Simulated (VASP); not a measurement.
Al3Sb2P:

```xyz
6
Lattice="3.7788 0.0000 0.0000 -1.8894 3.2725 0.0000 0.0000 0.0000 10.7115" Properties=species:S:1:pos:R:3 pbc="T T T"
Al    1.8894    1.0908    0.5434
Al    1.8894    1.0908    4.4099
Al    0.0000    0.0000    6.2310
Sb    0.0000    2.1817    8.0736
Sb    0.0000    2.1817    2.6603
P     0.0000    0.0000   10.2164
```

The cell was generated, and may not be a known phase.

```yaml
Program: VASP 6.6.1
Task: relaxation of cell and atoms
Functional: PBE
Potentials_or_basis: VASP PAW PBE potentials, release 64 (Al, Sb, P)
Cutoff: 600 eV
k_mesh: 12 × 12 × 4
Occupations: gaussian, width 0.1 eV
Spin: no spin polarisation
```

At the start: pressure 0.0 GPa; volume 22.08 Å³/atom.

Problem. Where does the relaxation end?

Solution. Over 13 steps the energy falls by 3.5 meV/atom and the volume is 22.09 Å³/atom (+0.1 %); space group P3m1 (No. 156, to 0.1 Å) before and after.

The path:
| step | energy change (eV) | largest force (eV/Å) | pressure (GPa) | volume (Å³) |
| --- | --- | --- | --- | --- |
| 1 | 0.0000 | 0.1452 | 0.02 | 132.46 |
| 2 | -0.0061 | 0.1066 | -0.04 | 132.52 |
| 3 | -0.0176 | 0.0536 | -0.19 | 132.67 |
| 4 | -0.0020 | 0.2255 | -0.20 | 132.85 |
| 5 | -0.0194 | 0.0720 | -0.22 | 132.72 |
| 6 | -0.0195 | 0.0753 | -0.23 | 132.73 |
| 7 | -0.0196 | 0.0709 | 0.39 | 131.59 |
| 8 | -0.0203 | 0.0483 | 0.09 | 132.13 |
| 9 | -0.0208 | 0.0259 | 0.03 | 132.29 |
| 10 | -0.0209 | 0.0292 | -0.01 | 132.39 |
| 11 | -0.0211 | 0.0195 | 0.01 | 132.39 |
| 12 | -0.0212 | 0.0133 | 0.03 | 132.38 |
| 13 | -0.0212 | 0.0056 | -0.06 | 132.55 |

Final structure:
```
Al Sb P
1.0
     3.72617    0.00000    0.00000
    -1.86308    3.22696    0.00000
     0.00000    0.00000   11.02347
Al Sb P
3 2 1
Direct
  0.66667 0.33333 0.04831
  0.66667 0.33333 0.41596
  0.00000 0.00000 0.57962
  0.33333 0.66667 0.75184
  0.33333 0.66667 0.24892
  0.00000 0.00000 0.95535
```
